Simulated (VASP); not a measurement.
SiO2, 6 atoms in the cell. Symmetry: P4_2/mnm, No. 136, tetragonal system. Conventional cell: a = 4.130 Å, b = 4.130 Å, c = 2.917 Å, α = 90.00°, β = 90.00°, γ = 90.00°. Si (site symmetry mmm) has 6 O at 1.78 to 1.85 Å within 2.4 Å. Within 2.4 Å of O (site symmetry m2m) lie 3 Si at 1.78 to 1.85 Å and 1 O at 2.27 Å. 

* Program: VASP 6.6.1
* Task: single point
* Functional: LDA
* Potentials or basis: VASP PAW LDA potentials, release 64 (Si, O)
* Cutoff: 520 eV
* k mesh: 6 × 6 × 8
* Occupations: gaussian, width 0.05 eV
* Spin: no spin polarisation
* Dipole correction: no
* Further INCAR settings: ALGO = Normal; EDIFF = 1e-07; NBANDS = 25

Potentials or basis: VASP PAW LDA potentials, release 64 (Si, O).

The run is started by

```console
$ cat potpaw_LDA.64/Si/POTCAR potpaw_LDA.64/O/POTCAR > POTCAR
$ mpirun -np 1 vasp_std > vasp.out
```

Hardware: 1 thread of Intel Xeon 6975P-C (shared host).

Q: How long does it take, and how much memory?

A: It took 36 s on 1 thread of Intel Xeon 6975P-C, on a shared host, peak memory 0.17 GiB. Counts: scf iterations 13, k points 50.
